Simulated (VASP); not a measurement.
A run of VASP 6.6.1 is set up as follows.

File INCAR:

```
SYSTEM = Cu
  PREC = Accurate
  ENCUT = 520
  EDIFF = 1E-6
  ISMEAR = 0
  SIGMA = 0.1
  LREAL = .FALSE.
  LASPH = .TRUE.
  NELM = 80
  ALGO = Fast
  ISIF = 2
  LWAVE = .FALSE.
  LCHARG = .FALSE.
  GGA = PE
  IBRION = 2
  NSW = 50
  EDIFFG = -0.04
  ISYM = 0
```

KPOINTS

```
Automatic mesh
0
Gamma
  2 2 4
  0.5 0.5 0
```

POSCAR

```
Cu
1.0
    2.5340966698      0.0000000000      0.0000000000
   -1.2670483349      2.1945920917      0.0000000000
    0.0000000000      0.0000000000      4.1125710000
Cu
2
Direct
    0.3333333333      0.6666666667      0.2500000000
    0.6666666667      0.3333333333      0.7500000000
```

Potentials or basis: VASP PAW PBE potentials, release 64 (Cu).

Launch:

```bash
$ cat potpaw_PBE.64/Cu/POTCAR > POTCAR
$ mpirun -np 1 vasp_std > vasp.out
```

Question: Estimate the band gap on the k mesh.

Answer: Zero (band 11 reaches 8.90 eV, above the bottom of band 12 at 6.40 eV).

Stress tensor (GPa, compression positive):
```
8.57 0.00 0.00
0.00 8.57 0.00
0.00 0.00 0.33
```

Caveat: the k points lie up to 1.43 Å⁻¹ apart; the relaxation stopped at its first step, so nothing moved.
